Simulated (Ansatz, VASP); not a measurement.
**One calculation of Al5Cu, two programs**

```xyz
6
Lattice="2.8353 0.0000 0.0000 -1.4176 2.4554 0.0000 0.0000 0.0000 13.5161" Properties=species:S:1:pos:R:3 pbc="T T T"
Al    0.0000    1.6369    8.7908
Al    0.0000    1.6369    0.0000
Al    0.0000    1.6369    4.7253
Al    1.4176    0.8185   11.1445
Al    1.4176    0.8185    2.3716
Cu    1.4176    0.8185    6.7581
```

Alike in both runs: task relaxation of cell and atoms; functional PBE; k mesh 18 × 18 × 4; occupations gaussian, width 0.1 eV; no spin polarisation.

```csv
,VASP,Ansatz
version,VASP 6.6.1,Ansatz 0.2.0
potentials or method,"VASP PAW PBE potentials, release 64 (Al, Cu), cutoff 600 eV","scalar-relativistic, plane waves, PAW"
valence electrons in the cell,26,34
```

VASP gave:

| Property | Result |
| --- | --- |
| gap on the k mesh at the Fermi level, each at its own relaxed structure (eV) | none |
| relaxed volume (Å³/atom) | 15.70 |
| relaxed cell length with the largest relative difference (Å) | 13.529 |

**Question.** Estimate Ansatz's values.

**Answer.** gap on the k mesh at the Fermi level, each at its own relaxed structure (eV): none; relaxed volume (Å³/atom): 15.68; relaxed cell length with the largest relative difference (Å): 13.516.

A gap of «none» marks a metal or a gap that the smearing closes. VASP's potentials hold 26 valence electrons a cell and Ansatz's 34, so a difference there can come from the potentials and not from the codes.

Noted on VASP's run: too few bands were computed for a metal, which touches its energy and stress.
